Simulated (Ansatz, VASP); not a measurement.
**AlGa3As4: VASP beside Ansatz**

The input INCAR:

```
PREC = Accurate
ENCUT = 600
EDIFF = 1E-6
ISMEAR = 0
SIGMA = 0.1
LREAL = F
LASPH = T
NELM = 100
ALGO = Normal
ISIF = 3
LWAVE = F
LCHARG = F
GGA = PE
IBRION = 2
NSW = 90
EDIFFG = -0.04
```

File KPOINTS:

```
regular mesh
0
Gamma
  4 4 4
```

Contents of POSCAR:

```
AlGa3As4
1.0
    5.5041080800      0.0000000000      0.0000000000
    0.0000000000      5.5041080800      0.0000000000
    0.0000000000      0.0000000000      5.5041080800
Al Ga As
1 3 4
Direct
    0.5000000000      0.5000000000      0.5000000000
    0.5000000000      0.0000000000      0.0000000000
    0.0000000000      0.0000000000      0.5000000000
    0.0000000000      0.5000000000      0.0000000000
    0.7500000000      0.2500000000      0.7500000000
    0.7500000000      0.7500000000      0.2500000000
    0.2500000000      0.2500000000      0.2500000000
    0.2500000000      0.7500000000      0.7500000000
```

Input for Ansatz:

```yaml
crystal:
  lattice:
    - [5.50410808, 0.0, 0.0]
    - [0.0, 5.50410808, 0.0]
    - [0.0, 0.0, 5.50410808]
  atoms:
    - { symbol: Al, position: [0.5, 0.5, 0.5] }
    - { symbol: Ga, position: [0.5, 0.0, 0.0] }
    - { symbol: Ga, position: [0.0, 0.0, 0.5] }
    - { symbol: Ga, position: [0.0, 0.5, 0.0] }
    - { symbol: As, position: [0.75, 0.25, 0.75] }
    - { symbol: As, position: [0.75, 0.75, 0.25] }
    - { symbol: As, position: [0.25, 0.25, 0.25] }
    - { symbol: As, position: [0.25, 0.75, 0.75] }
basis:
  ecutwfc: 420
kpoints:
  mp_grid: { grid: [4, 4, 4] }
hamiltonian:
  xc: pbe
scf:
  occupations: { method: gaussian, width: 0.1 }
  lower_state_search: "off"
output:
  forces: true
  stress: true
  eigenvalues: true
relax:
  adjacent_minimum: "off"
  f_tol: 0.04
  max_steps: 70
  cell: { stress_tol: 0.4 }
```

Alike in both runs: task relaxation of cell and atoms; functional PBE; k mesh 4 × 4 × 4; occupations gaussian, width 0.1 eV; no spin polarisation.

|  | VASP | Ansatz |
| --- | --- | --- |
| version | VASP 6.6.1 | Ansatz 0.2.0 |
| potentials or method | VASP PAW PBE potentials, release 64 (Al, Ga_d, As), cutoff 600 eV | scalar-relativistic, plane waves, PAW |
| valence electrons in the cell | 62 | 102 |

Ansatz gave:

| Quantity | Value |
| --- | --- |
| gap on the k mesh at the Fermi level, each at its own relaxed structure (eV) | 0.58 |
| relaxed volume (Å³/atom) | 23.52 |
| relaxed length of the cell vector where the two differ most in proportion (Å) | 5.730 |

Q: What did VASP give for the same quantities?

A: gap on the k mesh at the Fermi level, each at its own relaxed structure (eV): 0.54; relaxed volume (Å³/atom): 23.64; relaxed length of the cell vector where the two differ most in proportion (Å): 5.740.

VASP's potentials hold 62 valence electrons a cell and Ansatz's 102, so a difference there can come from the potentials and not from the codes.
